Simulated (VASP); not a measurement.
# Tl (Fd-3m) in VASP: a series of runs

The runs below take Tl through single point, with PBEsol.

Everything below comes from runs of VASP 6.6.1. Logs are shortened: lines on timing, memory, paths and dates and some standing lists are left out, and cuts for length are marked.

**1. The cell of the first run**

The structure is cubic, space group Fd-3m (No. 227). The conventional cell has a = 6.515 Å, b = 6.515 Å, c = 6.515 Å, α = 90.00°, β = 90.00°, γ = 90.00°. Tl (site symmetry -43m) has 4 Tl at 2.82 Å within 3.7 Å.

This isn't the form of Tl at room conditions, which is hcp.

**2. Single point, PBEsol (34.57 Å³/atom)**

INCAR reads:

```
ALGO = Normal
EDIFF = 1E-6
ENCUT = 520
GGA = PS
ISIF = 2
ISMEAR = -1
LASPH = T
LCHARG = F
LREAL = F
LWAVE = F
NBANDS = 20
NELM = 100
PREC = Accurate
SIGMA = 0.1
```

KPOINTS reads:

```
k-points
0
Gamma
  10 10 10
```

POSCAR reads:

```
Tl
1.0
    0.0000000000      3.2575461766      3.2575461766
    3.2575461766      0.0000000000      3.2575461766
    3.2575461766      3.2575461766      0.0000000000
Tl
2
Direct
   -0.1250000000     -0.1250000000     -0.1250000000
    0.1250000000      0.1250000000      0.1250000000
```

Potentials or basis: VASP PAW PBE potentials, release 64 (Tl_d).

Launch:

```console
> cat potpaw_PBE.64/Tl_d/POTCAR > POTCAR
> mpirun -np 1 vasp_std > vasp.out
```

OUTCAR:

```text
EDIFF = 1E-6
   ENCUT = 520
   GGA = PS
   ISIF = 2
   ISMEAR = -1
   LASPH = T
   LREAL = F
   NELM = 100
   PREC = Accurate

 ion  position               nearest neighbor table
   1  0.875  0.875  0.875-   2 2.82   2 2.82   2 2.82   2 2.82
   2  0.125  0.125  0.125-   1 2.82   1 2.82   1 2.82   1 2.82

  LATTYP: Found a face centered cubic cell.
 ALAT       =     6.5150923532

  Lattice vectors:

 A1 = (   0.0000000000,   3.2575461766,   3.2575461766)
 A2 = (   3.2575461766,   0.0000000000,   3.2575461766)
 A3 = (   3.2575461766,   3.2575461766,   0.0000000000)

Analysis of symmetry for initial positions (statically):
=====================================================================
 Subroutine PRICEL returns:
 Original cell was already a primitive cell.

 Routine SETGRP: Setting up the symmetry group for a
 face centered cubic supercell.

 Subroutine GETGRP returns: Found 48 space group operations
 (whereof 12 operations were pure point group operations)
 out of a pool of 48 trial point group operations.

The static configuration has the point symmetry D_3d.
 The point group associated with its full space group is O_h .

Analysis of symmetry for dynamics (positions and initial velocities):
=====================================================================
 Subroutine PRICEL returns:
 Original cell was already a primitive cell.

 Routine SETGRP: Setting up the symmetry group for a
 face centered cubic supercell.

 Subroutine GETGRP returns: Found 48 space group operations
 (whereof 12 operations were pure point group operations)
 out of a pool of 48 trial point group operations.

The dynamic configuration has the point symmetry D_3d.
 The point group associated with its full space group is O_h .

 Subroutine INISYM returns: Found 48 space group operations
 (whereof 12 operations are pure point group operations),
 and found     1 'primitive' translations

----------------------------------------------------------------------------------------

                                     Primitive cell

  volume of cell :      69.1356

  direct lattice vectors                    reciprocal lattice vectors
     0.000000000  3.257546177  3.257546177    -0.153489766  0.153489766  0.153489766
     3.257546177  0.000000000  3.257546177     0.153489766 -0.153489766  0.153489766
     3.257546177  3.257546177  0.000000000     0.153489766  0.153489766 -0.153489766

  length of vectors
     4.606865983  4.606865983  4.606865983     0.265852073  0.265852073  0.265852073

  position of ions in fractional coordinates (direct lattice)
     0.875000000  0.875000000  0.875000000
     0.125000000  0.125000000  0.125000000

  ion indices of the primitive-cell ions
   primitive index   ion index
                 1           1
                 2           2

----------------------------------------------------------------------------------------

 KPOINTS: k-points

Automatic generation of k-mesh.
 Grid dimensions read from file:
 generate k-points for:   10   10   10

 Generating k-lattice:

  Cartesian coordinates                     Fractional coordinates (reciprocal lattice)
    -0.015348977  0.015348977  0.015348977     0.100000000  0.000000000  0.000000000
     0.015348977 -0.015348977  0.015348977     0.000000000  0.100000000  0.000000000
     0.015348977  0.015348977 -0.015348977     0.000000000  0.000000000  0.100000000

  Length of vectors
     0.026585207  0.026585207  0.026585207

  Shift w.r.t. Gamma in fractional coordinates (k-lattice)
     0.000000000  0.000000000  0.000000000

 Subroutine IBZKPT returns following result:
 ===========================================

 Found     47 irreducible k-points:

 Following reciprocal coordinates:
            Coordinates               Weight
  0.000000  0.000000  0.000000      1.000000
  0.100000  0.000000  0.000000      8.000000
  0.200000  0.000000  0.000000      8.000000
  0.300000  0.000000  0.000000      8.000000
  0.400000  0.000000  0.000000      8.000000
  0.500000  0.000000  0.000000      4.000000
[... 16 lines left out ...]
  0.300000  0.300000  0.000000      6.000000
  0.400000  0.300000  0.000000     24.000000
 [... further k-points ...]
   k-points           NKPTS =     47   k-points in BZ     NKDIM =     47   number of bands    NBANDS=     20
   number of dos      NEDOS =    301   number of ions     NIONS =      2
   total plane-waves  NPLWV =  46656
   dimension x,y,z NGX =    36 NGY =   36 NGZ =   36
   dimension x,y,z NGXF=    72 NGYF=   72 NGZF=   72
   ions per type =               2
   NGX,Y,Z   is equivalent  to a cutoff of  12.99, 12.99, 12.99 a.u.
   NGXF,Y,Z  is equivalent  to a cutoff of  25.98, 25.98, 25.98 a.u.
 SYSTEM =  unknown system
   PREC   = accura    normal or accurate (medium, high low for compatibility)
   ISTART =      0    job   : 0-new  1-cont  2-samecut
   ICHARG =      2    charge: 1-file 2-atom 10-const
   ISPIN  =      1    spin polarized calculation?
   LNONCOLLINEAR =      F non collinear calculations
   LSORBIT =      F    spin-orbit coupling
   LASPH  =      T    aspherical Exc in radial PAW
   ENCUT  =  520.0 eV  38.22 Ry    6.18 a.u.   8.57  8.57  8.57*2*pi/ulx,y,z
   NELM   =    100;   NELMIN=  2; NELMDL= -5     # of ELM steps
   EDIFF  = 0.1E-05   stopping-criterion for ELM
   LREAL  =      F    real-space projection
   EDIFFG = 0.1E-04   stopping-criterion for IOM
   NSW    =      0    number of steps for IOM
   IBRION =     -1    ionic relax: 0-MD 1-quasi-New 2-CG
   NFREE  =      0    steps in history (QN), initial steepest desc. (CG)
   ISIF   =      2    stress and relaxation
   ISYM   =      2    0-nonsym 1-usesym 2-fastsym
   POTIM  = 0.5000    time-step for ionic-motion
   TEBEG  =    0.0;   TEEND  =   0.0 temperature during run
   PSTRESS=    0.0 pullay stress
   NELECT =      26.0000    total number of electrons
   NUPDOWN=      -1.0000    fix difference up-down
   EMIN   =  10.00;   EMAX   =-10.00  energy-range for DOS
   EFERMI =   0.00;   METHOD = LEGACY
   ISMEAR =    -1;   SIGMA  =   0.10  broadening in eV -4-tet -1-fermi 0-gaus
   EFERMI_NEDOS =   21; number of points for ismear=-14 and -15
   IALGO  =     38    algorithm
   IMIX   =      4    mixing-type and parameters
     AMIX     =   0.40;   BMIX     =  1.00
     AMIX_MAG =   1.60;   BMIX_MAG =  1.00
  volume/ion in A,a.u.               =      34.57       233.28
  Fermi-wavevector in a.u.,A,eV,Ry     =   1.181677  2.233045 18.998631  1.396360
  Thomas-Fermi vector in A             =   2.317946
   LORBIT       =      0    0 simple, 1 ext, 2 COOP (PROOUT), +10 PAW based schemes
   GGA     = PS    functional components
   LHFCALC =     F    Hartree Fock is set to
   AEXX    =    0.0000 exact exchange contribution
   IVDW    =     0    specifies the selected vdW correction
   LEPSILON=     F    determine dielectric tensor
   LRPA    =     F    only Hartree local field effects (RPA)
 non-spin polarized calculation
  energy-cutoff  :      520.00
  volume of cell :       69.14
 maximum number of plane-waves:      1877
 NGX is ok and might be reduce to    36
   NGX = 17   NGY = 17   NGZ = 17

 number of electron      26.0000002 magnetization

 Free energy of the ion-electron system (eV)
  ---------------------------------------------------
  ext. energy  EPLUGINS =         0.00000000
  ---------------------------------------------------
  free energy    TOTEN  =        -4.24245304 eV

  energy without entropy =       -4.19925429  energy(sigma->0) =       -4.22085367

 E-fermi :   4.3965     XC(G=0):  -9.1717

 val. band max:        4.3867437093   @ k =   0.5000   0.3000   0.0000
 cond. band min:       4.3981398653   @ k =   0.4000   0.3000   0.0000
 fundamental gap:      0.0113961560
 Fermi energy:         4.3965335030

 k-point     1 :       0.0000    0.0000    0.0000
  band No.  band energies     occupation
      1      -7.7540      2.00000
      2      -7.7540      2.00000
      3      -7.7540      2.00000
      4      -7.6425      2.00000
      5      -7.6425      2.00000
      6      -6.7538      2.00000
[... 12 lines left out ...]
     19       9.8378      0.00000
     20      13.5621      0.00000

 k-point     2 :       0.1000    0.0000    0.0000
  band No.  band energies     occupation
      1      -7.7821      2.00000
      2      -7.7821      2.00000
      3      -7.7530      2.00000
      4      -7.6028      2.00000
      5      -7.6028      2.00000
      6      -6.7908      2.00000
[... 12 lines left out ...]
     19      10.9352      0.00000
     20      13.1339      0.00000

 k-point     3 :       0.2000    0.0000    0.0000
  band No.  band energies     occupation
      1      -7.8174      2.00000
      2      -7.8174      2.00000
      3      -7.7508      2.00000
      4      -7.5399      2.00000
      5      -7.5399      2.00000
      6      -6.8736      2.00000
[... 12 lines left out ...]
     19      11.6573      0.00000
     20      13.1595      0.00000

 k-point     4 :       0.3000    0.0000    0.0000
  band No.  band energies     occupation
      1      -7.8355      2.00000
      2      -7.8355      2.00000
      3      -7.7480      2.00000
      4      -7.4954      2.00000
      5      -7.4954      2.00000
      6      -6.9593      2.00000
[... 12 lines left out ...]
     19      11.6447      0.00000
     20      13.5488      0.00000

 k-point     5 :       0.4000    0.0000    0.0000
  band No.  band energies     occupation
      1      -7.8394      2.00000
      2      -7.8394      2.00000
      3      -7.7457      2.00000
      4      -7.4781      2.00000
      5      -7.4781      2.00000
      6      -7.0208      2.00000
[... 12 lines left out ...]
     19      13.2928      0.00000
     20      14.3642      0.00000

 k-point     6 :       0.5000    0.0000    0.0000
  band No.  band energies     occupation
      1      -7.8389      2.00000
      2      -7.8389      2.00000
      3      -7.7448      2.00000
      4      -7.4754      2.00000
      5      -7.4754      2.00000
      6      -7.0429      2.00000
[... 12 lines left out ...]
     19      14.7726      0.00000
     20      14.9018      0.00000

 k-point     7 :       0.1000    0.1000    0.0000
  band No.  band energies     occupation
      1      -7.7997      2.00000
      2      -7.7660      2.00000
      3      -7.7660      2.00000
      4      -7.6163      2.00000
      5      -7.5638      2.00000
      6      -6.8764      2.00000
[... 12 lines left out ...]
     19      10.9880      0.00000
     20      12.3985      0.00000
[... 277 lines left out ...]
 k-point    20 :      -0.4000    0.2000    0.0000
  band No.  band energies     occupation
      1      -7.9268      2.00000
      2      -7.8730      2.00000
      3      -7.6545      2.00000
      4      -7.3992      2.00000
      5      -7.3384      2.00000
      6      -7.1718      2.00000
[... 12 lines left out ...]
     19      13.4114      0.00000
     20      13.9939      0.00000

 k-point    21 :      -0.3000    0.2000    0.0000
  band No.  band energies     occupation
      1      -7.9039      2.00000
      2      -7.8840      2.00000
      3      -7.6547      2.00000
      4      -7.4641      2.00000
      5      -7.3337      2.00000
      6      -7.1084      2.00000
[... 12 lines left out ...]
     19      13.1939      0.00000
     20      13.6946      0.00000

 k-point    22 :      -0.2000    0.2000    0.0000
  band No.  band energies     occupation
      1      -7.8794      2.00000
      2      -7.8610      2.00000
      3      -7.6951      2.00000
      4      -7.5082      2.00000
      5      -7.3861      2.00000
      6      -7.0341      2.00000
[... 12 lines left out ...]
     19      12.6810      0.00000
     20      13.7089      0.00000

 k-point    23 :       0.3000    0.3000    0.0000
  band No.  band energies     occupation
      1      -7.8361      2.00000
      2      -7.8293      2.00000
      3      -7.8293      2.00000
      4      -7.4212      2.00000
      5      -7.3104      2.00000
      6      -7.2648      2.00000
[... 12 lines left out ...]
     19      12.9089      0.00000
     20      14.7523      0.00000

 k-point    24 :       0.4000    0.3000    0.0000
  band No.  band energies     occupation
      1      -7.8841      2.00000
      2      -7.8453      2.00000
      3      -7.7698      2.00000
      4      -7.3885      2.00000
      5      -7.3526      2.00000
      6      -7.1962      2.00000
[... 12 lines left out ...]
     19      14.8796      0.00000
     20      15.3639      0.00000

 [... further k-points ...]
[... 5 lines left out ...]
  --------------------------------------------------------------------------------------
  -------------------------------------------------------------------------------------
  Total        2.0640850      2.0640850      2.0640850     -0.0000000     -0.0000000     -0.0000000
  in kB       47.8339688     47.8339688     47.8339688     -0.0000000     -0.0000000     -0.0000000
  external PRESSURE =      47.8339688 kB  Pullay stress =       0.0000000 kB

 VOLUME and BASIS-vectors are now :
 -----------------------------------------------------------------------------
  energy-cutoff  :      520.00
  volume of cell :       69.14
      direct lattice vectors                 reciprocal lattice vectors
     0.000000000  3.257546177  3.257546177    -0.153489766  0.153489766  0.153489766
     3.257546177  0.000000000  3.257546177     0.153489766 -0.153489766  0.153489766
     3.257546177  3.257546177  0.000000000     0.153489766  0.153489766 -0.153489766

 POSITION                                       TOTAL-FORCE (eV/Angst)
 -----------------------------------------------------------------------------------
      5.70071      5.70071      5.70071         0.000000     -0.000000      0.000000
      0.81439      0.81439      0.81439        -0.000000      0.000000     -0.000000
 -----------------------------------------------------------------------------------
    total drift:                                0.000000      0.000000      0.000000

  FREE ENERGIE OF THE ION-ELECTRON SYSTEM (eV)
  ---------------------------------------------------
  free  energy   TOTEN  =        -4.2424530378 eV

  energy  without entropy=       -4.1992542930  energy(sigma->0) =       -4.22085367
```

It took 26 s on 1 thread of AMD EPYC 9R45 (Zen 5), shared host; peak memory 0.19 GiB.

Results:

```yaml
Free_energy: -4.2425 eV
Pressure: 4.8 GPa
Band_gap_on_the_k_mesh: zero (bands 13 and 14 overlap by 4.17 eV)
```

Caveat: the cell stands under pressure; the PAW data sets were made with another functional, which shifts forces and pressure a little; spin-orbit coupling is left out, which moves the levels of the heavy elements.

**3. Single point, PBEsol (38.63 Å³/atom)**

This run uses another cell than the first one, of 38.63 Å³/atom.

INCAR reads:

```
  PREC = Accurate
  ENCUT = 520
  EDIFF = 1E-7
  ISMEAR = -1
  SIGMA = 0.1
  LREAL = False
  LASPH = True
  NELM = 60
  ALGO = Normal
  ISIF = 2
  LWAVE = False
  LCHARG = False
  GGA = PS
  NBANDS = 20
```

KPOINTS reads:

```
regular mesh
0
Gamma
  10 10 10
```

POSCAR reads:

```
Tl
1.0
    0.0000000000      3.3805871827      3.3805871827
    3.3805871827      0.0000000000      3.3805871827
    3.3805871827      3.3805871827      0.0000000000
Tl
2
Direct
   -0.1250000000     -0.1250000000     -0.1250000000
    0.1250000000      0.1250000000      0.1250000000
```

Potentials or basis: VASP PAW PBE potentials, release 64 (Tl_d).

Launch:

```console
> cat potpaw_PBE.64/Tl_d/POTCAR > POTCAR
> mpirun -np 1 vasp_std > vasp.out
```

Wall time 31 s (1 thread of AMD EPYC 9R45 (Zen 5), shared host); peak memory 0.19 GiB.

It converged, with:

```yaml
Free_energy: -4.3863 eV
Pressure: 1.1 GPa
Band_gap_on_the_k_mesh: zero (bands 13 and 14 overlap by 3.61 eV)
```

Levels at points of the mesh, in eV from the Fermi level:
| k point | band 11 | band 12 | band 13 | band 14 | band 15 | band 16 |
| --- | --- | --- | --- | --- | --- | --- |
| (0.00, 0.00, 0.00) | -9.23 | -0.37 | 2.62 | 2.62 | 2.62 | 4.30 |
| (0.50, 0.00, 0.00) | -7.43 | -4.81 | 1.13 | 1.16 | 1.16 | 5.36 |
| (0.50, 0.50, 0.00) | -6.01 | -6.01 | -0.40 | -0.40 | 2.42 | 2.42 |

Caveat: the PAW data sets were made with another functional, which shifts forces and pressure a little; spin-orbit coupling is left out, which moves the levels of the heavy elements.

(Continued in part 2 of 2.)

The gap in the log of VASP goes by the Fermi energy; the results here count the filled bands.